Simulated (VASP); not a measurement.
# ZnS (rocksalt type) (Fm-3m) in VASP: further runs

ZnS (rocksalt type) is run at these levels: PBE; tasks: relaxation of cell and atoms.

Everything below comes from runs of VASP 6.6.1. Logs are shortened: lines on timing, memory, paths and dates and some standing lists are left out, and cuts for length are marked.

### Step 1. The cell of the first run

It takes space group Fm-3m (No. 225, cubic). The conventional cell has a = 4.352 Å, b = 4.352 Å, c = 4.352 Å, α = 90.00°, β = 90.00°, γ = 90.00°. Zn (site symmetry m-3m) has 6 S at 2.18 Å within 2.9 Å. S (site symmetry m-3m) has 6 Zn at 2.18 Å within 2.9 Å.

### Step 2. Relaxation of cell and atoms, PBE, target pressure 120 GPa, at which the enthalpy is minimised

The input, INCAR:

```
PREC     = Accurate       # precision mode
ENCUT    = 600            # plane-wave cutoff, eV
EDIFF    = 1E-6           # SCF threshold, eV
ISMEAR   = -1             # smearing method
SIGMA    = 0.08           # smearing width, eV
LREAL    = F              # projectors in reciprocal space
LASPH    = T              # aspherical terms in the spheres
NELM     = 100            # most SCF steps
ALGO     = Normal         # electronic algorithm
ISIF     = 3              # what is computed and relaxed
LWAVE    = F              # write WAVECAR
LCHARG   = F              # write CHGCAR
GGA      = PE             # functional
IBRION   = 2              # ionic algorithm
NSW      = 60             # ionic steps
EDIFFG   = -0.005         # ionic threshold
PSTRESS  = 1200.0
```

The input, KPOINTS:

```
regular mesh
0
Gamma
  17 17 17
```

The input, POSCAR:

```
ZnS
1.0
    0.0000000000      2.1759005741      2.1759005741
    2.1759005741      0.0000000000      2.1759005741
    2.1759005741      2.1759005741      0.0000000000
Zn S
1 1
Direct
    0.0000000000      0.0000000000      0.0000000000
    0.5000000000      0.5000000000      0.5000000000
```

Potentials or basis: VASP PAW PBE potentials, release 64 (Zn, S).

The run is started by

```sh
> cat potpaw_PBE.64/Zn/POTCAR potpaw_PBE.64/S/POTCAR > POTCAR
> mpirun -np 1 vasp_std > vasp.out
```

OUTCAR:

```text
PREC = Accurate
   ENCUT = 600
   EDIFF = 1E-6
   ISMEAR = -1
   LREAL = F
   LASPH = T
   NELM = 100
   ISIF = 3
   GGA = PE
   IBRION = 2
   NSW = 60
   EDIFFG = -0.005
   PSTRESS = 1200.0

 ion  position               nearest neighbor table
   1  0.000  0.000  0.000-   2 2.18   2 2.18   2 2.18   2 2.18   2 2.18   2 2.18
   2  0.500  0.500  0.500-   1 2.18   1 2.18   1 2.18   1 2.18   1 2.18   1 2.18

  LATTYP: Found a face centered cubic cell.
 ALAT       =     4.3518011482

  Lattice vectors:

 A1 = (   0.0000000000,   2.1759005741,   2.1759005741)
 A2 = (   2.1759005741,   0.0000000000,   2.1759005741)
 A3 = (   2.1759005741,   2.1759005741,   0.0000000000)

Analysis of symmetry for initial positions (statically):
=====================================================================
 Subroutine PRICEL returns:
 Original cell was already a primitive cell.

 Routine SETGRP: Setting up the symmetry group for a
 face centered cubic supercell.

 Subroutine GETGRP returns: Found 48 space group operations
 (whereof 48 operations were pure point group operations)
 out of a pool of 48 trial point group operations.

The static configuration has the point symmetry O_h .

Analysis of symmetry for dynamics (positions and initial velocities):
=====================================================================
 Subroutine PRICEL returns:
 Original cell was already a primitive cell.

 Routine SETGRP: Setting up the symmetry group for a
 face centered cubic supercell.

 Subroutine GETGRP returns: Found 48 space group operations
 (whereof 48 operations were pure point group operations)
 out of a pool of 48 trial point group operations.

The dynamic configuration has the point symmetry O_h .

 Subroutine INISYM returns: Found 48 space group operations
 (whereof 48 operations are pure point group operations),
 and found     1 'primitive' translations

----------------------------------------------------------------------------------------

                                     Primitive cell

  volume of cell :      20.6038

  direct lattice vectors                    reciprocal lattice vectors
     0.000000000  2.175900574  2.175900574    -0.229789911  0.229789911  0.229789911
     2.175900574  0.000000000  2.175900574     0.229789911 -0.229789911  0.229789911
     2.175900574  2.175900574  0.000000000     0.229789911  0.229789911 -0.229789911

  length of vectors
     3.077188102  3.077188102  3.077188102     0.398007802  0.398007802  0.398007802

  position of ions in fractional coordinates (direct lattice)
     0.000000000  0.000000000  0.000000000
     0.500000000  0.500000000  0.500000000

  ion indices of the primitive-cell ions
   primitive index   ion index
                 1           1
                 2           2

----------------------------------------------------------------------------------------

 KPOINTS: regular mesh

Automatic generation of k-mesh.
 Grid dimensions read from file:
 generate k-points for:   17   17   17

 Generating k-lattice:

  Cartesian coordinates                     Fractional coordinates (reciprocal lattice)
    -0.013517054  0.013517054  0.013517054     0.058823529  0.000000000  0.000000000
     0.013517054 -0.013517054  0.013517054     0.000000000  0.058823529  0.000000000
     0.013517054  0.013517054 -0.013517054     0.000000000  0.000000000  0.058823529

  Length of vectors
     0.023412224  0.023412224  0.023412224

  Shift w.r.t. Gamma in fractional coordinates (k-lattice)
     0.000000000  0.000000000  0.000000000

 Subroutine IBZKPT returns following result:
 ===========================================

 Found    165 irreducible k-points:

 Following reciprocal coordinates:
            Coordinates               Weight
  0.000000  0.000000  0.000000      1.000000
  0.058824  0.000000  0.000000      8.000000
  0.117647  0.000000  0.000000      8.000000
  0.176471  0.000000  0.000000      8.000000
  0.235294  0.000000  0.000000      8.000000
  0.294118  0.000000  0.000000      8.000000
[... 16 lines left out ...]
 -0.176471  0.058824  0.000000     24.000000
 -0.117647  0.058824  0.000000     24.000000
 [... further k-points ...]
   k-points           NKPTS =    165   k-points in BZ     NKDIM =    165   number of bands    NBANDS=     13
   number of dos      NEDOS =    301   number of ions     NIONS =      2
   total plane-waves  NPLWV =  21952
   dimension x,y,z NGX =    28 NGY =   28 NGZ =   28
   dimension x,y,z NGXF=    56 NGYF=   56 NGZF=   56
   ions per type =               1   1
   NGX,Y,Z   is equivalent  to a cutoff of  15.13, 15.13, 15.13 a.u.
   NGXF,Y,Z  is equivalent  to a cutoff of  30.25, 30.25, 30.25 a.u.
 SYSTEM =  unknown system
   PREC   = accura    normal or accurate (medium, high low for compatibility)
   ISTART =      0    job   : 0-new  1-cont  2-samecut
   ICHARG =      2    charge: 1-file 2-atom 10-const
   ISPIN  =      1    spin polarized calculation?
   LNONCOLLINEAR =      F non collinear calculations
   LSORBIT =      F    spin-orbit coupling
   LASPH  =      T    aspherical Exc in radial PAW
   ENCUT  =  600.0 eV  44.10 Ry    6.64 a.u.   6.15  6.15  6.15*2*pi/ulx,y,z
   NELM   =    100;   NELMIN=  2; NELMDL= -5     # of ELM steps
   EDIFF  = 0.1E-05   stopping-criterion for ELM
   LREAL  =      F    real-space projection
   EDIFFG = -.5E-02   stopping-criterion for IOM
   NSW    =     60    number of steps for IOM
   IBRION =      2    ionic relax: 0-MD 1-quasi-New 2-CG
   NFREE  =      1    steps in history (QN), initial steepest desc. (CG)
   ISIF   =      3    stress and relaxation
   ISYM   =      2    0-nonsym 1-usesym 2-fastsym
   POTIM  = 0.5000    time-step for ionic-motion
   TEBEG  =    0.0;   TEEND  =   0.0 temperature during run
   PSTRESS= 1200.0 pullay stress
   NELECT =      18.0000    total number of electrons
   NUPDOWN=      -1.0000    fix difference up-down
   EMIN   =  10.00;   EMAX   =-10.00  energy-range for DOS
   EFERMI =   0.00;   METHOD = LEGACY
   ISMEAR =    -1;   SIGMA  =   0.08  broadening in eV -4-tet -1-fermi 0-gaus
   EFERMI_NEDOS =   21; number of points for ismear=-14 and -15
   IALGO  =     38    algorithm
   IMIX   =      4    mixing-type and parameters
     AMIX     =   0.40;   BMIX     =  1.00
     AMIX_MAG =   1.60;   BMIX_MAG =  1.00
  volume/ion in A,a.u.               =      10.30        69.52
  Fermi-wavevector in a.u.,A,eV,Ry     =   1.565008  2.957437 33.324079  2.449251
  Thomas-Fermi vector in A             =   2.667548
   LORBIT       =      0    0 simple, 1 ext, 2 COOP (PROOUT), +10 PAW based schemes
   GGA     = PE    functional components
   LHFCALC =     F    Hartree Fock is set to
   AEXX    =    0.0000 exact exchange contribution
   IVDW    =     0    specifies the selected vdW correction
   LEPSILON=     F    determine dielectric tensor
   LRPA    =     F    only Hartree local field effects (RPA)
 conjugate gradient relaxation of ions
 non-spin polarized calculation
  energy-cutoff  :      600.00
  volume of cell :       20.60
 maximum number of plane-waves:       701
 NGX is ok and might be reduce to    28
   NGX = 13   NGY = 13   NGZ = 13

--------------------------------------- Ionic step        1  -------------------------------------------

 number of electron      18.0000005 magnetization

 Free energy of the ion-electron system (eV)
  ---------------------------------------------------
  ext. energy  EPLUGINS =         0.00000000
  ---------------------------------------------------
  free energy    TOTEN  =        -3.11892826 eV

  energy without entropy =       -3.11343833  energy(sigma->0) =       -3.11618329

------------------------ aborting loop because EDIFF is reached ----------------------------------------

  FORCE on cell =-STRESS in cart. coord.  units (eV):
  Direction    XX          YY          ZZ          XY          YZ          ZX
  --------------------------------------------------------------------------------------
  -------------------------------------------------------------------------------------
  Total       15.5440904     15.5440904     15.5440904      0.0000000      0.0000000     -0.0000000
  in kB     1208.7284909   1208.7284909   1208.7284909      0.0000000      0.0000000     -0.0000000
  external PRESSURE =       8.7284909 kB  Pullay stress =    1200.0000000 kB

 VOLUME and BASIS-vectors are now :
 -----------------------------------------------------------------------------
  energy-cutoff  :      600.00
  volume of cell :       20.60
      direct lattice vectors                 reciprocal lattice vectors
     0.000000000  2.175900574  2.175900574    -0.229789911  0.229789911  0.229789911
     2.175900574  0.000000000  2.175900574     0.229789911 -0.229789911  0.229789911
     2.175900574  2.175900574  0.000000000     0.229789911  0.229789911 -0.229789911
[... 46 lines left out ...]
  FREE ENERGIE OF THE ION-ELECTRON SYSTEM (eV)
  ---------------------------------------------------
  free  energy   TOTEN  =        -3.2432773387 eV

  energy  without entropy=       -3.2377932164  energy(sigma->0) =       -3.24053528

  enthalpy is  TOTEN    =        12.3142530568 eV   P V=       15.5575303955

--------------------------------------- Ionic step        3  -------------------------------------------

 number of electron      18.0000006 magnetization

 Free energy of the ion-electron system (eV)
  ---------------------------------------------------
  ext. energy  EPLUGINS =         0.00000000
  ---------------------------------------------------
  free energy    TOTEN  =        -3.14349685 eV

  energy without entropy =       -3.13800807  energy(sigma->0) =       -3.14075246

 E-fermi :  10.4128     XC(G=0): -13.3148

 val. band max:       10.3886703505   @ k =  -0.1765   0.1765   0.0000
 cond. band min:      10.4552214047   @ k =  -0.4706   0.4706   0.0588
 fundamental gap:      0.0665510542
 Fermi energy:        10.4128463344

 k-point     1 :       0.0000    0.0000    0.0000
  band No.  band energies     occupation
      1      -8.6499      2.00000
      2       1.7886      2.00000
      3       1.7886      2.00000
      4       1.8029      2.00000
      5       1.8029      2.00000
      6       1.8029      2.00000
      7       8.8894      2.00000
      8       8.8894      2.00000
      9       8.8894      2.00000
     10      16.7938      0.00000
     11      18.8013      0.00000
     12      18.8013      0.00000
     13      18.8013      0.00000

 k-point     2 :       0.0588    0.0000    0.0000
  band No.  band energies     occupation
      1      -8.5781      2.00000
      2       1.7557      2.00000
      3       1.7557      2.00000
      4       1.7798      2.00000
      5       1.8184      2.00000
      6       1.8184      2.00000
      7       8.5147      2.00000
      8       8.9292      2.00000
      9       8.9292      2.00000
     10      17.0454      0.00000
     11      18.5025      0.00000
[... 339 lines left out ...]
 k-point    24 :      -0.1176    0.0588    0.0000
  band No.  band energies     occupation
      1      -8.1994      2.00000
      2       1.5561      2.00000
      3       1.6008      2.00000
      4       1.6715      2.00000
      5       1.8773      2.00000
      6       1.9258      2.00000
      7       7.2028      2.00000
      8       8.5225      2.00000
      9       9.4411      1.99999
     10      17.0901      0.00000
     11      18.1738      0.00000
     12      18.9464      0.00000
     13      19.2913      0.00000

 [... further k-points ...]
[... 5 lines left out ...]
  --------------------------------------------------------------------------------------
  -------------------------------------------------------------------------------------
  Total       15.4543404     15.4543404     15.4543404     -0.0000000      0.0000000     -0.0000000
  in kB     1199.8455698   1199.8455698   1199.8455698     -0.0000000      0.0000000     -0.0000000
  external PRESSURE =      -0.1544302 kB  Pullay stress =    1200.0000000 kB

 VOLUME and BASIS-vectors are now :
 -----------------------------------------------------------------------------
  energy-cutoff  :      600.00
  volume of cell :       20.64
      direct lattice vectors                 reciprocal lattice vectors
     0.000000000  2.177050831  2.177050831    -0.229668501  0.229668501  0.229668501
     2.177050831  0.000000000  2.177050831     0.229668501 -0.229668501  0.229668501
     2.177050831  2.177050831  0.000000000     0.229668501  0.229668501 -0.229668501

 POSITION                                       TOTAL-FORCE (eV/Angst)
 -----------------------------------------------------------------------------------
      0.00000      0.00000      0.00000        -0.000000      0.000000     -0.000000
      2.17705      2.17705      2.17705         0.000000     -0.000000      0.000000
 -----------------------------------------------------------------------------------
    total drift:                               -0.000000      0.000000      0.000000

  FREE ENERGIE OF THE ION-ELECTRON SYSTEM (eV)
  ---------------------------------------------------
  free  energy   TOTEN  =        -3.1434968467 eV

  energy  without entropy=       -3.1380080721  energy(sigma->0) =       -3.14075246

  enthalpy is  TOTEN    =        12.3128326492 eV   P V=       15.4563294959

 reached required accuracy - stopping structural energy minimisation
```

It took 62 s on 1 thread of Intel Xeon 6975P-C (Granite Rapids), shared host; peak memory 0.2 GiB.

Results:

```yaml
Free_energy: -3.1435 eV
Relaxed_volume: 10.32 Å³/atom
Relaxed_cell: a = 3.079 Å, b = 3.079 Å, c = 3.079 Å, α = 60.00°, β = 60.00°, γ = 60.00°
Space_group_after_relaxing_to_0.1_Å: Fm-3m (No. 225)
Energy_change_on_relaxing_the_run_minimises_the_enthalpy: -12.3 meV/atom
Ionic_steps: 3
Pressure_after_relaxing: 120.0 GPa
Band_gap_on_the_k_mesh: zero (bands 9 and 10 overlap by 0.53 eV)
```

Step by step:
| step | energy change (eV) | largest force (eV/Å) | pressure (GPa) | volume (Å³) |
| --- | --- | --- | --- | --- |
| 1 | 0.0000 | 0.0000 | 120.87 | 20.60 |
| 2 | -0.1243 | 0.0000 | 116.71 | 20.77 |
| 3 | -0.0246 | 0.0000 | 119.98 | 20.64 |

Final structure:
```yaml
crystal:
  lattice:
    - [0.00000, 2.17705, 2.17705]
    - [2.17705, 0.00000, 2.17705]
    - [2.17705, 2.17705, 0.00000]
  atoms:
    - { symbol: Zn, position: [0.00000, 0.00000, 0.00000] }
    - { symbol: S, position: [0.50000, 0.50000, 0.50000] }
```

Levels at points of the mesh, in eV from the Fermi level:
```
           k point  band 7  band 8  band 9  band 10  band 11  band 12
(0.00, 0.00, 0.00)   -1.52   -1.52   -1.52     6.38     8.39     8.39
```

Caveat: the cell is relaxed towards a set pressure, so the run minimises the enthalpy, not the energy; semilocal functionals underestimate gaps, so a narrow gap can read as zero.

### Step 3. Relaxation of cell and atoms, PBE, target pressure 120 GPa, at which the enthalpy is minimised

The input, INCAR:

```
SYSTEM = ZnS
ALGO     = Normal         ! electronic algorithm
EDIFF    = 1E-7           ! SCF threshold, eV
EDIFFG   = -0.005         ! ionic threshold
ENCUT    = 600            ! plane-wave cutoff, eV
GGA      = PE             ! functional
IBRION   = 2              ! ionic algorithm
ISIF     = 3              ! what is computed and relaxed
ISMEAR   = -1             ! smearing method
LASPH    = .True.         ! aspherical terms in the spheres
LCHARG   = .False.        ! write CHGCAR
LREAL    = .False.        ! projectors in reciprocal space
LWAVE    = .False.        ! write WAVECAR
NELM     = 100            ! most SCF steps
NSW      = 32             ! ionic steps
PREC     = Accurate       ! precision mode
PSTRESS  = 1200.0       
SIGMA    = 0.08           ! smearing width, eV
```

The input, KPOINTS:

```
k-points
0
Gamma
  17 17 17
  0 0 0
```

The input, POSCAR:

```
ZnS
1.0
    0.0000000000      2.1753840656      2.1753840656
    2.1753840656      0.0000000000      2.1753840656
    2.1753840656      2.1753840656      0.0000000000
Zn S
1 1
Direct
    0.0000000000      0.0000000000      0.0000000000
    0.5000000000      0.5000000000      0.5000000000
```

Potentials or basis: VASP PAW PBE potentials, release 64 (Zn, S).

The run is started by

```sh
> cat potpaw_PBE.64/Zn/POTCAR potpaw_PBE.64/S/POTCAR > POTCAR
> mpirun -np 1 vasp_std > vasp.out
```

Run time: 72 s. Hardware: 1 thread of Intel Xeon 6975P-C (Granite Rapids), shared host; peak memory 0.2 GiB.

It converged, with:

```yaml
Free_energy: -3.1433 eV
Relaxed_volume: 10.32 Å³/atom
Relaxed_cell: a = 3.079 Å, b = 3.079 Å, c = 3.079 Å, α = 60.00°, β = 60.00°, γ = 60.00°
Space_group_after_relaxing_to_0.1_Å: Fm-3m (No. 225)
Energy_change_on_relaxing_the_run_minimises_the_enthalpy: -17.7 meV/atom
Ionic_steps: 3
Pressure_after_relaxing: 120.0 GPa
Band_gap_on_the_k_mesh: zero (bands 9 and 10 overlap by 0.53 eV)
```

Step by step:
| step | energy change (eV) | largest force (eV/Å) | pressure (GPa) | volume (Å³) |
| --- | --- | --- | --- | --- |
| 1 | 0.0000 | 0.0000 | 121.19 | 20.59 |
| 2 | -0.1683 | 0.0000 | 115.57 | 20.82 |
| 3 | -0.0355 | 0.0000 | 120.01 | 20.64 |

Final structure:
```cif
data_structure
_symmetry_space_group_name_H-M 'P 1'
_symmetry_Int_Tables_number 1
_cell_length_a 3.0788
_cell_length_b 3.0788
_cell_length_c 3.0788
_cell_angle_alpha 60.000
_cell_angle_beta 60.000
_cell_angle_gamma 60.000
_cell_volume 20.64
loop_
_atom_site_label
_atom_site_type_symbol
_atom_site_fract_x
_atom_site_fract_y
_atom_site_fract_z
_atom_site_occupancy
Zn1 Zn 0.00000 0.00000 0.00000 1
S1 S 0.50000 0.50000 0.50000 1
```

Levels at points of the mesh, in eV from the Fermi level:
| k point | band 6 | band 7 | band 8 | band 9 | band 10 | band 11 | band 12 | band 13 |
| --- | --- | --- | --- | --- | --- | --- | --- | --- |
| (0.00, 0.00, 0.00) | -8.61 | -1.52 | -1.52 | -1.52 | 6.38 | 8.39 | 8.39 | 8.39 |

Caveat: the cell is relaxed towards a set pressure, so the run minimises the enthalpy, not the energy; semilocal functionals underestimate gaps, so a narrow gap can read as zero.
